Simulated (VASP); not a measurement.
Set up this calculation in VASP 6.6.1, as the native input.

```
Task                   : single point
Functional             : PBE
Potentials or basis    : VASP PAW PBE potentials, release 64 (Yb, N)
Cutoff                 : 520 eV
k mesh                 : 6 × 6 × 6
Occupations            : gaussian, width 0.05 eV
Spin                   : collinear spin, ferrimagnetic start
Starting moments       : [1.09, -0.01] μB
Hubbard terms          : Yb f U = 6.0 eV
Dipole correction      : no
Further INCAR settings : ALGO = Normal; EDIFF = 1e-06; NBANDS = 26
```

The structure of YbN lies in POSCAR:

```
YbN
1.0
    0.0000000000      2.6528496000      2.6528496000
    2.6528496000      0.0000000000      2.6528496000
    2.6528496000      2.6528496000      0.0000000000
Yb N
1 1
Direct
    0.0000000000      0.0000000000      0.0000000000
    0.2500000000      0.2500000000      0.2500000000
```

These files were run (other wordings do the same):

INCAR

```
SYSTEM = YbN
ALGO     = Normal         ! electronic algorithm
EDIFF    = 1E-6           ! SCF threshold, eV
ENCUT    = 520            ! plane-wave cutoff, eV
GGA      = PE             ! functional
ISIF     = 2              ! what is computed and relaxed
ISMEAR   = 0              ! smearing method
ISPIN    = 2              ! spin polarisation
LASPH    = .True.         ! aspherical terms in the spheres
LCHARG   = .False.        ! write CHGCAR
LDAU     = .True.         ! DFT+U
LDAUJ    = 0 0          
LDAUL    = 3 -1           ! shell
LDAUPRINT= 1            
LDAUTYPE = 2            
LDAUU    = 6 0            ! U, eV
LMAXMIX  = 6              ! l up to which the mixer works
LORBIT   = 11             ! projections on sites
LREAL    = .False.        ! projectors in reciprocal space
LWAVE    = .False.        ! write WAVECAR
MAGMOM   = 1.09 -0.01     ! initial moments
NBANDS   = 26             ! bands
NELM     = 150            ! most SCF steps
PREC     = Accurate       ! precision mode
SIGMA    = 0.05           ! smearing width, eV
```

KPOINTS

```
k-points
0
Gamma
  6 6 6
  0 0 0
```

Potentials or basis: VASP PAW PBE potentials, release 64 (Yb, N).

Launch:

```sh
$ cat potpaw_PBE.64/Yb/POTCAR potpaw_PBE.64/N/POTCAR > POTCAR
$ mpirun -np 1 vasp_std > vasp.out
```

It gave:

The pressure is -4.1 GPa and the band gap on the k mesh is zero (filled and empty bands overlap). The net moment is 1.00 μB per cell. The site moments are Yb +0.51; N +0.36 μB and the valence electrons inside the program's atomic spheres are Yb 22.28; N 3.62.

Caveat: spin-orbit coupling is left out, which moves the levels of the heavy elements.

Wall time 62 s on 1 thread of AMD EPYC 7R13 Processor (Zen 3), on a shared host, peak memory 0.17 GiB.
